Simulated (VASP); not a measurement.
Runs of VASP 6.6.1 on C. The structure is that of space group Fd-3m (No. 227), or close to it. The cells are those of the table. 

```tsv
cell	gap on the mesh (eV)	pressure (GPa)
a = 2.460, b = 2.460, c = 2.396 Å, angles 60.9, 60.9, 58.3°, 2 atoms	3.70	40.9
a = 2.554, b = 2.554, c = 2.585 Å, angles 59.6, 59.6, 60.8°, 2 atoms	3.40	-30.7
a = 2.429, b = 2.429, c = 2.333 Å, angles 61.3, 61.3, 57.4°, 2 atoms	3.44	76.3
a = 2.399, b = 2.399, c = 2.270 Å, angles 61.8, 61.8, 56.5°, 2 atoms	3.14	(b)
a = 2.491, b = 2.491, c = 2.459 Å, angles 60.4, 60.4, 59.2°, 2 atoms	3.92	(a)
```

Alike in all rows: task single point; level LDA; potentials or basis VASP PAW LDA potentials, release 64 (C); no spin polarisation; k mesh 12 × 12 × 12; cutoff (eV) 520; smearing gaussian 0.05 eV.

Problem. Fill in the values left out.

Solution. (a) 11.9; (b) 119.4.

A k mesh can miss the band edges.
